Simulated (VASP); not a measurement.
Wanted: the native input for a VASP 6.6.1 run.

```
Task                   : single point
Functional             : PBE
Potentials or basis    : VASP PAW PBE potentials, release 64 (Fe)
Cutoff                 : 520 eV
k mesh                 : 11 × 11 × 11
Occupations            : fermi-dirac, width 0.05 eV
Spin                   : collinear spin, ferromagnetic start
Starting moments       : [3.8] μB
Fixed moment           : 3.8 μB
Dipole correction      : no
Further INCAR settings : ALGO = Normal; EDIFF = 1e-07; NBANDS = 14
```

The structure of Fe lies in POSCAR:

```
Fe
1.0
   -1.4430000000      1.4430000000      1.4430000000
    1.4430000000     -1.4430000000      1.4430000000
    1.4430000000      1.4430000000     -1.4430000000
Fe
1
Direct
    0.0000000000      0.0000000000      0.0000000000
```

These files were run (other wordings do the same):

INCAR

```
PREC = Accurate
ENCUT = 520
EDIFF = 1E-7
ISMEAR = -1
SIGMA = 0.05
LREAL = False
LASPH = True
NELM = 150
ALGO = Normal
ISIF = 2
LWAVE = False
LCHARG = False
ISPIN = 2
MAGMOM = 3.8
LORBIT = 11
NUPDOWN = 3.8
LMAXMIX = 4
GGA = PE
NBANDS = 14
```

KPOINTS

```
Automatic mesh
0
Gamma
  11 11 11
```

Potentials or basis: VASP PAW PBE potentials, release 64 (Fe).

Run with:

```bash
$ cat potpaw_PBE.64/Fe/POTCAR > POTCAR
$ mpirun -np 1 vasp_std > vasp.out
```

Results of the run:

The pressure is 39.1 GPa. The net moment is 3.80 μB per cell. The site moments are Fe +3.63 μB and the valence electrons inside the program's atomic spheres are Fe 7.13.

Caveat: the total moment is fixed, so each spin has its own Fermi level.

It took 22 s on 1 thread of Intel(R) Xeon(R) Platinum 8259CL CPU @ 2.50GHz (Skylake/Cascade Lake), on a shared host, peak memory 0.14 GiB.
